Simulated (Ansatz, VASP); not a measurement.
Two plane-wave programs on KTaO3

```
CELL_PARAMETERS angstrom
3.65432 0.00000 0.00000
0.00000 3.65432 0.00000
0.00000 0.00000 4.75062
ATOMIC_POSITIONS crystal
K 0.50000 0.50000 0.50000
Ta 0.00000 0.00000 0.00000
O 0.50000 0.00000 0.00000
O 0.00000 0.50000 0.00000
O 0.00000 0.00000 0.50000
```

Alike in both runs: task single point; functional PBE; k mesh 8 × 8 × 8; occupations gaussian, width 0.05 eV; no spin polarisation.

```csv
,VASP,Ansatz
version,VASP 6.6.1,Ansatz 0.2.0
potentials or method,"VASP PAW PBE potentials, release 64 (K_sv, Ta_pv, O), cutoff 520 eV","scalar-relativistic, plane waves, PAW"
valence electrons in the cell,38,40
```

VASP gave:

| Property | Result |
| --- | --- |
| gap on the k mesh at the Fermi level (eV) | 1.52 |
| least direct gap on the mesh (eV) | 1.58 |

Q: Estimate Ansatz's values.

A: gap on the k mesh at the Fermi level (eV): 1.56; least direct gap on the mesh (eV): 1.62.

VASP's potentials hold 38 valence electrons a cell and Ansatz's 40, so a difference there can come from the potentials and not from the codes.

Spin-orbit coupling is off throughout.
